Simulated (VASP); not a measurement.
InBiO2, 4 atoms in the cell. Symmetry: R-3m, No. 166, trigonal system. The conventional cell has a = 3.389 Å, b = 3.389 Å, c = 20.947 Å, α = 90.00°, β = 90.00°, γ = 120.00°. In (site symmetry -3m) has 6 O at 2.24 Å within 3.0 Å. Within 3.2 Å of Bi (site symmetry -3m) lie 2 O at 2.40 Å. Within 3.0 Å of O (site symmetry 3m) lie 3 In at 2.24 Å and 1 Bi at 2.40 Å and 3 O at 2.93 Å. 

* Program: VASP 6.6.1
* Task: single point
* Functional: PBE
* Potentials or basis: VASP PAW PBE potentials, release 64 (In_d, Bi_d, O)
* Cutoff: 520 eV
* k mesh: 5 × 5 × 5
* Occupations: gaussian, width 0.15 eV
* Spin: no spin polarisation
* Dipole correction: no
* Further INCAR settings: ALGO = Normal; EDIFF = 1e-07; NBANDS = 28

Potentials or basis: VASP PAW PBE potentials, release 64 (In_d, Bi_d, O).

Command:

```sh
$ cat potpaw_PBE.64/In_d/POTCAR potpaw_PBE.64/Bi_d/POTCAR potpaw_PBE.64/O/POTCAR > POTCAR
$ mpirun -np 1 vasp_std > vasp.out
```

Hardware: 1 thread of Intel(R) Xeon(R) Platinum 8375C CPU @ 2.90GHz (Ice Lake), on a shared host.

**Question.** How long does it take, and how much memory?

**Answer.** Wall time 2.3 min on 1 thread of Intel(R) Xeon(R) Platinum 8375C CPU @ 2.90GHz (Ice Lake), on a shared host, peak memory 0.37 GiB. Counts: scf iterations 15, k points 19.
